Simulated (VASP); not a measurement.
A run of VASP 6.6.1 is set up as follows.

INCAR

```
SYSTEM = SiGe4Pt
ALGO = Normal
EDIFF = 1E-6
ENCUT = 520
GGA = PE
ISIF = 2
ISMEAR = 0
LASPH = .True.
LCHARG = .False.
LREAL = .False.
LWAVE = .False.
NBANDS = 44
NELM = 100
PREC = Accurate
SIGMA = 0.1
```

KPOINTS

```
k-points
0
Gamma
  4 4 4
  0 0 0
```

POSCAR

```
SiGe4Pt
1.0
   -3.4021394600      3.4021394600      2.9342025600
    3.4021394600     -3.4021394600      2.9342025600
    3.4021394600      3.4021394600     -2.9342025600
Si Ge Pt
1 4 1
Direct
    0.5000000000      0.5000000000      0.0000000000
    0.9199750100      0.4199750100      0.8399500300
    0.5800249900      0.0800249900      0.1600499700
    0.0800249900      0.9199750100      0.5000000000
    0.4199750100      0.5800249900      0.5000000000
    0.0000000000      0.0000000000      0.0000000000
```

Potentials or basis: VASP PAW PBE potentials, release 64 (Si, Ge_d, Pt).

The run is started by

```bash
$ cat potpaw_PBE.64/Si/POTCAR potpaw_PBE.64/Ge_d/POTCAR potpaw_PBE.64/Pt/POTCAR > POTCAR
$ mpirun -np 1 vasp_std > vasp.out
```

Q: Predict the pressure.

A: -10.6 GPa.

Q: Estimate the largest force.

A: 0.072 eV/Å.

Q: Estimate the band gap on the k mesh.

A: Zero (bands 35 and 36 overlap by 1.63 eV).

Forces in eV/Å, atoms in the order of the input:
```
Si   0.000  0.000  0.000
Ge   0.051  0.051  0.000
Ge  -0.051 -0.051  0.000
Ge   0.051 -0.051  0.000
Ge  -0.051  0.051  0.000
Pt   0.000  0.000  0.000
```

Caveat: the cell stands under tension; spin-orbit coupling is left out, which moves the levels of the heavy elements.
